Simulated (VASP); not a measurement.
# TiSi (Cmmm) in VASP: a series of runs

The runs below take TiSi through single point, with PBEsol.

Everything below comes from runs of VASP 6.6.1. Logs are shortened: lines on timing, memory, paths and dates and some standing lists are left out, and cuts for length are marked.

## Step 1: The cell of the first run

The structure is orthorhombic, space group Cmmm (No. 65). Conventional cell: a = 3.601 Å, b = 3.811 Å, c = 3.789 Å, α = 90.00°, β = 90.00°, γ = 90.00°. Within 3.4 Å of Ti (site symmetry mmm) lie 8 Si at 2.61 to 2.69 Å and 4 Ti at 2.62 Å. Within 3.4 Å of Si (site symmetry mmm) lie 8 Ti at 2.61 to 2.69 Å and 4 Si at 2.62 Å.

## Step 2: Single point, PBEsol (strain +0.000 along x and y, -0.080 along z)

INCAR

```
SYSTEM = TiSi
  ALGO = Normal
  EDIFF = 1E-6
  ENCUT = 520
  GGA = PS
  ISIF = 2
  ISMEAR = 0
  LASPH = .True.
  LCHARG = .False.
  LREAL = .False.
  LWAVE = .False.
  NBANDS = 42
  NELM = 80
  PREC = Accurate
  SIGMA = 0.15
```

KPOINTS

```
k-points
0
Gamma
  12 6 10
  0 0 0
```

POSCAR

```
TiSi
1.0
    3.6007916910      0.0000000000      0.0000000000
    0.0000000000      7.5785650265      0.0000000000
    0.0000000000      0.0000000000      3.8114663400
Ti Si
4 4
Direct
    0.0000000000      0.5000000000      0.0507500000
    0.5000000000      0.5000000000      0.5507500000
    0.5000000000      0.0000000000      0.5507500000
    0.0000000000      0.0000000000      0.0507500000
    0.0000000000      0.7500000000      0.5507500000
    0.0000000000      0.2500000000      0.5507500000
    0.5000000000      0.2500000000      0.0507500000
    0.5000000000      0.7500000000      0.0507500000
```

Potentials or basis: VASP PAW PBE potentials, release 64 (Ti_sv, Si).

Command:

```bash
$ cat potpaw_PBE.64/Ti_sv/POTCAR potpaw_PBE.64/Si/POTCAR > POTCAR
$ mpirun -np 1 vasp_std > vasp.out
```

OUTCAR:

```text
SYSTEM = TiSi
   EDIFF = 1E-6
   ENCUT = 520
   GGA = PS
   ISIF = 2
   ISMEAR = 0
   LASPH = .True.
   LREAL = .False.
   NELM = 80
   PREC = Accurate

 ion  position               nearest neighbor table
   1  0.000  0.500  0.051-   7 2.61   8 2.61   7 2.61   8 2.61   2 2.62   2 2.62   2 2.62   2 2.62
                             6 2.69   5 2.69   5 2.69   6 2.69
   2  0.500  0.500  0.551-   5 2.61   6 2.61   5 2.61   6 2.61   1 2.62   1 2.62   1 2.62   1 2.62
                             8 2.69   7 2.69   7 2.69   8 2.69
   3  0.500  0.000  0.551-   5 2.61   6 2.61   5 2.61   6 2.61   4 2.62   4 2.62   4 2.62   4 2.62
                             8 2.69   7 2.69   7 2.69   8 2.69
   4  0.000  0.000  0.051-   7 2.61   8 2.61   7 2.61   8 2.61   3 2.62   3 2.62   3 2.62   3 2.62
                             6 2.69   5 2.69   5 2.69   6 2.69
   5  0.000  0.750  0.551-   2 2.61   3 2.61   2 2.61   3 2.61   8 2.62   8 2.62   8 2.62   8 2.62
                             1 2.69   1 2.69   4 2.69   4 2.69
   6  0.000  0.250  0.551-   2 2.61   3 2.61   2 2.61   3 2.61   7 2.62   7 2.62   7 2.62   7 2.62
                             1 2.69   1 2.69   4 2.69   4 2.69
   7  0.500  0.250  0.051-   1 2.61   4 2.61   1 2.61   4 2.61   6 2.62   6 2.62   6 2.62   6 2.62
                             3 2.69   2 2.69   3 2.69   2 2.69
   8  0.500  0.750  0.051-   1 2.61   4 2.61   1 2.61   4 2.61   5 2.62   5 2.62   5 2.62   5 2.62
                             3 2.69   2 2.69   3 2.69   2 2.69

  LATTYP: Found a simple orthorhombic cell.
 ALAT       =     3.6007916910
 B/A-ratio  =     1.0585078691
 C/A-ratio  =     2.1046940998

  Lattice vectors:

 A1 = (  -3.6007916910,   0.0000000000,   0.0000000000)
 A2 = (   0.0000000000,   0.0000000000,   3.8114663400)
 A3 = (   0.0000000000,   7.5785650265,   0.0000000000)

Analysis of symmetry for initial positions (statically):
=====================================================================
 Subroutine PRICEL returns following result:

  LATTYP: Found a base centered orthorhombic cell.
 ALAT       =     3.6007916910
 B/A-ratio  =     1.0585078691
 C/A-ratio  =     1.0523470499

  Lattice vectors:

 A1 = (   1.8003958455,   0.0000000000,   1.9057331700)
 A2 = (   1.8003958455,   0.0000000000,  -1.9057331700)
 A3 = (   0.0000000000,   3.7892825132,   0.0000000000)

   4 primitive cells build up your supercell.

 Routine SETGRP: Setting up the symmetry group for a
 simple orthorhombic supercell.

 Subroutine GETGRP returns: Found  8 space group operations
 (whereof  4 operations were pure point group operations)
 out of a pool of  8 trial point group operations.

The static configuration has the point symmetry C_2v.
 The point group associated with its full space group is D_2h.

Analysis of symmetry for dynamics (positions and initial velocities):
=====================================================================
 Subroutine PRICEL returns following result:

  LATTYP: Found a base centered orthorhombic cell.
 ALAT       =     3.6007916910
 B/A-ratio  =     1.0585078691
 C/A-ratio  =     1.0523470499

  Lattice vectors:

 A1 = (   1.8003958455,   0.0000000000,   1.9057331700)
 A2 = (   1.8003958455,   0.0000000000,  -1.9057331700)
 A3 = (   0.0000000000,   3.7892825132,   0.0000000000)

   4 primitive cells build up your supercell.

 Routine SETGRP: Setting up the symmetry group for a
 simple orthorhombic supercell.

 Subroutine GETGRP returns: Found  8 space group operations
 (whereof  4 operations were pure point group operations)
 out of a pool of  8 trial point group operations.

The dynamic configuration has the point symmetry C_2v.
 The point group associated with its full space group is D_2h.

 Subroutine INISYM returns: Found  8 space group operations
 (whereof  4 operations are pure point group operations),
 and found     4 'primitive' translations

----------------------------------------------------------------------------------------

                                     Primitive cell

  volume of cell :      26.0026

  direct lattice vectors                    reciprocal lattice vectors
     1.800395846  0.000000000  1.905733170     0.277716704  0.000000000  0.262366216
     1.800395846  0.000000000 -1.905733170     0.277716704  0.000000000 -0.262366216
     0.000000000  3.789282513  0.000000000     0.000000000  0.263902202  0.000000000

  length of vectors
     2.621687265  2.621687265  3.789282513     0.382050519  0.382050519  0.263902202

  position of ions in fractional coordinates (direct lattice)
     0.050750000  0.949250000  1.000000000
     0.550750000  0.449250000  0.500000000

  ion indices of the primitive-cell ions
   primitive index   ion index
                 1           1
                 2           5

----------------------------------------------------------------------------------------

 KPOINTS: k-points

Automatic generation of k-mesh.
 Grid dimensions read from file:
 generate k-points for:   12    6   10

 Generating k-lattice:

  Cartesian coordinates                     Fractional coordinates (reciprocal lattice)
     0.023143059  0.000000000  0.000000000     0.083333333  0.000000000  0.000000000
     0.000000000  0.021991850  0.000000000     0.000000000  0.166666667  0.000000000
     0.000000000  0.000000000  0.026236622     0.000000000  0.000000000  0.100000000

  Length of vectors
     0.023143059  0.021991850  0.026236622

  Shift w.r.t. Gamma in fractional coordinates (k-lattice)
     0.000000000  0.000000000  0.000000000

 Subroutine IBZKPT returns following result:
 ===========================================

 Found    168 irreducible k-points:

 Following reciprocal coordinates:
            Coordinates               Weight
  0.000000  0.000000  0.000000      1.000000
  0.083333  0.000000  0.000000      2.000000
  0.166667  0.000000  0.000000      2.000000
  0.250000  0.000000  0.000000      2.000000
  0.333333  0.000000  0.000000      2.000000
  0.416667  0.000000  0.000000      2.000000
[... 16 lines left out ...]
  0.083333  0.500000  0.000000      2.000000
  0.166667  0.500000  0.000000      2.000000
 [... further k-points ...]
   k-points           NKPTS =    168   k-points in BZ     NKDIM =    168   number of bands    NBANDS=     42
   number of dos      NEDOS =    301   number of ions     NIONS =      8
   total plane-waves  NPLWV =  43904
   dimension x,y,z NGX =    28 NGY =   56 NGZ =   28
   dimension x,y,z NGXF=    56 NGYF=  112 NGZF=   56
   ions per type =               4   4
   NGX,Y,Z   is equivalent  to a cutoff of  12.93, 12.28, 12.21 a.u.
   NGXF,Y,Z  is equivalent  to a cutoff of  25.85, 24.57, 24.43 a.u.
 SYSTEM =  TiSi
   PREC   = accura    normal or accurate (medium, high low for compatibility)
   ISTART =      0    job   : 0-new  1-cont  2-samecut
   ICHARG =      2    charge: 1-file 2-atom 10-const
   ISPIN  =      1    spin polarized calculation?
   LNONCOLLINEAR =      F non collinear calculations
   LSORBIT =      F    spin-orbit coupling
   LASPH  =      T    aspherical Exc in radial PAW
   ENCUT  =  520.0 eV  38.22 Ry    6.18 a.u.   6.70 14.09  7.09*2*pi/ulx,y,z
   NELM   =     80;   NELMIN=  2; NELMDL= -5     # of ELM steps
   EDIFF  = 0.1E-05   stopping-criterion for ELM
   LREAL  =      F    real-space projection
[... 7 lines left out ...]
   TEBEG  =    0.0;   TEEND  =   0.0 temperature during run
   PSTRESS=    0.0 pullay stress
   NELECT =      64.0000    total number of electrons
   NUPDOWN=      -1.0000    fix difference up-down
   EMIN   =  10.00;   EMAX   =-10.00  energy-range for DOS
   EFERMI =   0.00;   METHOD = LEGACY
   ISMEAR =     0;   SIGMA  =   0.15  broadening in eV -4-tet -1-fermi 0-gaus
   EFERMI_NEDOS =   21; number of points for ismear=-14 and -15
   IALGO  =     38    algorithm
   IMIX   =      4    mixing-type and parameters
     AMIX     =   0.40;   BMIX     =  1.00
     AMIX_MAG =   1.60;   BMIX_MAG =  1.00
  volume/ion in A,a.u.               =      13.00        87.74
  Fermi-wavevector in a.u.,A,eV,Ry     =   1.392438  2.631326 26.380105  1.938883
  Thomas-Fermi vector in A             =   2.516181
   LORBIT       =      0    0 simple, 1 ext, 2 COOP (PROOUT), +10 PAW based schemes
   GGA     = PS    functional components
   LHFCALC =     F    Hartree Fock is set to
   AEXX    =    0.0000 exact exchange contribution
   IVDW    =     0    specifies the selected vdW correction
   LEPSILON=     F    determine dielectric tensor
   LRPA    =     F    only Hartree local field effects (RPA)
 non-spin polarized calculation
 Gauss-broadening in eV      SIGMA  =   0.15
  energy-cutoff  :      520.00
  volume of cell :      104.01
 maximum number of plane-waves:      2828
 NGX is ok and might be reduce to    28
   NGX = 13   NGY = 29   NGZ = 15

 number of electron      64.0000029 magnetization

 Free energy of the ion-electron system (eV)
  ---------------------------------------------------
  ext. energy  EPLUGINS =         0.00000000
  ---------------------------------------------------
  free energy    TOTEN  =       -60.92750189 eV

  energy without entropy =      -60.88171171  energy(sigma->0) =      -60.90460680

 E-fermi :  11.6891     XC(G=0): -12.3856

 val. band max:       11.6886483187   @ k =   0.0000   0.0000   0.4000
 cond. band min:      11.6895595196   @ k =   0.0000   0.3333   0.3000
 fundamental gap:      0.0009112009
 Fermi energy:        11.6891235138

 k-point     1 :       0.0000    0.0000    0.0000
  band No.  band energies     occupation
      1     -44.6527      2.00000
      2     -44.6503      2.00000
      3     -44.3799      2.00000
      4     -44.3784      2.00000
      5     -21.3336      2.00000
      6     -21.3281      2.00000
[... 34 lines left out ...]
     41      14.7065      0.00000
     42      15.0957      0.00000
[... 994 lines left out ...]
      2     -44.6328      2.00000
      3     -44.3969      2.00000
      4     -44.3969      2.00000
      5     -21.2755      2.00000
      6     -21.2755      2.00000
[... 34 lines left out ...]
     41      13.5947      0.00000
     42      13.5947      0.00000

 [... further k-points ...]

------------------------ aborting loop because EDIFF is reached ----------------------------------------

  FORCE on cell =-STRESS in cart. coord.  units (eV):
  Direction    XX          YY          ZZ          XY          YZ          ZX
  --------------------------------------------------------------------------------------
  -------------------------------------------------------------------------------------
  Total        8.6650463      6.8419229      9.9324823      0.0000000      0.0000000      0.0000000
  in kB      133.4763740    105.3929813    152.9999588      0.0000000      0.0000000      0.0000000
  external PRESSURE =     130.6231047 kB  Pullay stress =       0.0000000 kB

 VOLUME and BASIS-vectors are now :
 -----------------------------------------------------------------------------
  energy-cutoff  :      520.00
  volume of cell :      104.01
      direct lattice vectors                 reciprocal lattice vectors
     3.600791691  0.000000000  0.000000000     0.277716704  0.000000000  0.000000000
     0.000000000  7.578565026  0.000000000     0.000000000  0.131951101  0.000000000
     0.000000000  0.000000000  3.811466340     0.000000000  0.000000000  0.262366216

 POSITION                                       TOTAL-FORCE (eV/Angst)
 -----------------------------------------------------------------------------------
      0.00000      3.78928      0.19343        -0.000000     -0.000000      0.000000
      1.80040      3.78928      2.09917        -0.000000     -0.000000      0.000000
      1.80040      0.00000      2.09917         0.000000      0.000000     -0.000000
      0.00000      0.00000      0.19343         0.000000      0.000000     -0.000000
      0.00000      5.68392      2.09917        -0.000000      0.000000      0.000000
      0.00000      1.89464      2.09917        -0.000000     -0.000000     -0.000000
      1.80040      1.89464      0.19343        -0.000000     -0.000000     -0.000000
      1.80040      5.68392      0.19343        -0.000000      0.000000      0.000000
 -----------------------------------------------------------------------------------
    total drift:                                0.000000     -0.000000      0.000014

  FREE ENERGIE OF THE ION-ELECTRON SYSTEM (eV)
  ---------------------------------------------------
  free  energy   TOTEN  =       -60.9275018877 eV

  energy  without entropy=      -60.8817117103  energy(sigma->0) =      -60.90460680
```

It took 5 min on 1 thread of Intel Xeon 6975P-C (Granite Rapids), shared host; peak memory 0.6 GiB.

What came out:

```yaml
Free_energy: -60.9275 eV
Pressure: 13.1 GPa
Band_gap_on_the_k_mesh: zero (bands 32 and 33 overlap by 1.37 eV)
```

Levels at points of the mesh, in eV from the Fermi level:
| k point | band 28 | band 29 | band 30 | band 31 | band 32 | band 33 | band 34 | band 35 | band 36 | band 37 |
| --- | --- | --- | --- | --- | --- | --- | --- | --- | --- | --- |
| (0.00, 0.00, 0.00) | -2.16 | -1.65 | -1.48 | -1.36 | -1.22 | -0.92 | 0.06 | 1.27 | 1.69 | 1.88 |
| (0.50, 0.00, 0.00) | -2.35 | -1.93 | -1.93 | 0.17 | 0.17 | 0.29 | 0.29 | 0.42 | 0.42 | 1.04 |
| (0.00, 0.50, 0.00) | -1.51 | -0.78 | -0.78 | -0.68 | -0.68 | 0.08 | 0.08 | 0.75 | 0.75 | 1.33 |
| (0.50, 0.50, 0.00) | -2.33 | -1.45 | -1.45 | -1.45 | -1.45 | 0.32 | 0.32 | 0.32 | 0.32 | 1.90 |
| (0.00, 0.00, 0.50) | -2.23 | -1.30 | -1.30 | 0.45 | 0.45 | 0.63 | 0.63 | 0.90 | 0.90 | 0.90 |
| (0.50, 0.00, 0.50) | -2.66 | -1.86 | -1.86 | -0.85 | -0.85 | 1.17 | 1.17 | 1.62 | 1.62 | 1.77 |
| (0.00, 0.50, 0.50) | -1.89 | -1.11 | -1.11 | -1.11 | -1.11 | 0.57 | 0.57 | 0.57 | 0.57 | 1.38 |
| (0.50, 0.50, 0.50) | -3.12 | -1.11 | -1.11 | -1.11 | -1.11 | 1.69 | 1.69 | 1.69 | 1.69 | 2.21 |

Caveat: the cell differs from its parent crystal (strain +0.000 along x and y, -0.080 along z); the cell stands under pressure; the PAW data sets were made with another functional, which shifts forces and pressure a little.

## Step 3: Single point, PBEsol (strain -0.040 along x and y, +0.000 along z)

INCAR

```
SYSTEM = TiSi
ALGO = Normal ; EDIFF = 1E-7
ENCUT = 520 ; GGA = PS
ISIF = 2 ; ISMEAR = 0
LASPH = .TRUE. ; LCHARG = .FALSE.
LREAL = .FALSE. ; LWAVE = .FALSE.
NBANDS = 42 ; NELM = 100
PREC = Accurate ; SIGMA = 0.15
```

KPOINTS

```
k-points
0
G
  12 6 10
  0 0 0
```

POSCAR, as its differences from that of step 2:

```diff
@@ -2,5 +2,5 @@
 1.0
-    3.6007916910      0.0000000000      0.0000000000
-    0.0000000000      7.5785650265      0.0000000000
-    0.0000000000      0.0000000000      3.8114663400
+    3.4567600234      0.0000000000      0.0000000000
+    0.0000000000      7.2754224254      0.0000000000
+    0.0000000000      0.0000000000      4.1428981957
 Ti Si
```

Potentials or basis: VASP PAW PBE potentials, release 64 (Ti_sv, Si).

Command:

```bash
$ cat potpaw_PBE.64/Ti_sv/POTCAR potpaw_PBE.64/Si/POTCAR > POTCAR
$ mpirun -np 1 vasp_std > vasp.out
```

Run time: 5.6 min. Hardware: 1 thread of Intel Xeon 6975P-C (Granite Rapids), shared host; peak memory 0.59 GiB.

The run converged. Its results:

```
Free energy            : -60.8504 eV
Pressure               : 15.7 GPa
Band gap on the k mesh : zero (bands 32 and 33 overlap by 1.06 eV)
```

Stress tensor (GPa, compression positive):
```
18.07  0.00  0.00
 0.00 19.60  0.00
 0.00  0.00  9.41
```

Levels at points of the mesh, in eV from the Fermi level:
| k point | band 29 | band 30 | band 31 | band 32 | band 33 | band 34 | band 35 | band 36 |
| --- | --- | --- | --- | --- | --- | --- | --- | --- |
| (0.00, 0.00, 0.00) | -1.21 | -1.18 | -1.06 | -0.83 | -0.31 | 0.66 | 0.76 | 1.85 |
| (0.50, 0.00, 0.00) | -2.38 | -2.38 | -0.43 | -0.43 | 0.01 | 0.01 | 0.70 | 0.70 |
| (0.00, 0.50, 0.00) | -1.03 | -1.03 | -0.01 | -0.01 | 0.57 | 0.57 | 0.97 | 0.97 |
| (0.50, 0.50, 0.00) | -1.79 | -1.79 | -1.79 | -1.79 | 0.24 | 0.24 | 0.24 | 0.24 |
| (0.00, 0.00, 0.50) | -0.57 | -0.57 | 0.53 | 0.53 | 0.67 | 0.67 | 0.82 | 0.82 |
| (0.50, 0.00, 0.50) | -1.86 | -1.86 | -1.02 | -1.02 | 1.68 | 1.68 | 2.00 | 2.00 |
| (0.00, 0.50, 0.50) | -0.57 | -0.57 | -0.57 | -0.57 | 0.77 | 0.77 | 0.77 | 0.77 |
| (0.50, 0.50, 0.50) | -1.16 | -1.16 | -1.16 | -1.16 | 2.10 | 2.10 | 2.10 | 2.10 |

Caveat: the cell differs from its parent crystal (strain -0.040 along x and y, +0.000 along z); the stress differs along the axes, from 9 to 20 GPa; the PAW data sets were made with another functional, which shifts forces and pressure a little.

## Step 4: Single point, PBEsol (strain +0.080 along x and y, +0.080 along z)

INCAR

```
ALGO = Normal ; EDIFF = 1E-7
ENCUT = 520 ; GGA = PS
ISIF = 2 ; ISMEAR = 0
LASPH = True ; LCHARG = False
LREAL = False ; LWAVE = False
NBANDS = 42 ; NELM = 80
PREC = Accurate ; SIGMA = 0.15
```

KPOINTS

```
k-points
0
Gamma
  12 6 10
```

POSCAR, as its differences from that of step 3:

```diff
@@ -2,5 +2,5 @@
 1.0
-    3.4567600234      0.0000000000      0.0000000000
-    0.0000000000      7.2754224254      0.0000000000
-    0.0000000000      0.0000000000      4.1428981957
+    3.8888550263      0.0000000000      0.0000000000
+    0.0000000000      8.1848502286      0.0000000000
+    0.0000000000      0.0000000000      4.4743300514
 Ti Si
```

Command:

```bash
$ cat potpaw_PBE.64/Ti_sv/POTCAR potpaw_PBE.64/Si/POTCAR > POTCAR
$ mpirun -np 1 vasp_std > vasp.out
```

It took 12 min on 1 thread of Intel Xeon 6975P-C (Granite Rapids), shared host; peak memory 0.78 GiB.

The run converged. Its results:

```
Free energy            : -59.0089 eV
Pressure               : -20.9 GPa
Band gap on the k mesh : zero (bands 32 and 33 overlap by 0.80 eV)
```

Stress tensor (GPa, compression positive):
```
-21.49   0.00   0.00
  0.00 -23.60   0.00
  0.00   0.00 -17.66
```

Levels at points of the mesh, in eV from the Fermi level:
```tsv
k point	band 29	band 30	band 31	band 32	band 33	band 34	band 35	band 36
(0.00, 0.00, 0.00)	-0.86	-0.84	-0.67	-0.57	-0.19	0.38	0.52	1.32
(0.50, 0.00, 0.00)	-1.79	-1.79	-0.33	-0.33	0.00	0.00	0.56	0.56
(0.00, 0.50, 0.00)	-0.77	-0.77	-0.15	-0.15	0.33	0.33	0.48	0.48
(0.50, 0.50, 0.00)	-1.35	-1.35	-1.35	-1.35	0.21	0.21	0.21	0.21
(0.00, 0.00, 0.50)	-0.69	-0.69	0.43	0.43	0.53	0.53	0.59	0.59
(0.50, 0.00, 0.50)	-1.51	-1.51	-0.64	-0.64	1.05	1.05	1.27	1.27
(0.00, 0.50, 0.50)	-0.43	-0.43	-0.43	-0.43	0.56	0.56	0.56	0.56
(0.50, 0.50, 0.50)	-0.84	-0.84	-0.84	-0.84	1.33	1.33	1.33	1.33
```

Caveat: the cell differs from its parent crystal (strain +0.080 along x and y, +0.080 along z); the stress differs along the axes, from -24 to -18 GPa; the PAW data sets were made with another functional, which shifts forces and pressure a little.

## Step 5: Summary

| cell | gap on the mesh (eV) | pressure (GPa) |
| --- | --- | --- |
| a = 3.601, b = 7.579, c = 3.811 Å, 8 atoms | none | 13.1 |
| a = 3.457, b = 7.275, c = 4.143 Å, 8 atoms | none | 15.7 |
| a = 3.889, b = 8.185, c = 4.474 Å, 8 atoms | none | -20.9 |

Alike in all rows: task single point; level PBEsol; potentials or basis VASP PAW PBE potentials, release 64 (Ti_sv, Si); no spin polarisation; k mesh 12 × 6 × 10; cutoff (eV) 520; smearing gaussian 0.15 eV.

Caveats: the PAW data sets were made with another functional, which shifts forces and pressure a little; the cell stands under pressure (at least some runs); the stress differs along the axes, from 9 to 20 GPa (at least some runs); the stress differs along the axes, from -24 to -18 GPa (at least some runs).

Absolute energies hang on the potentials; compare differences alone.
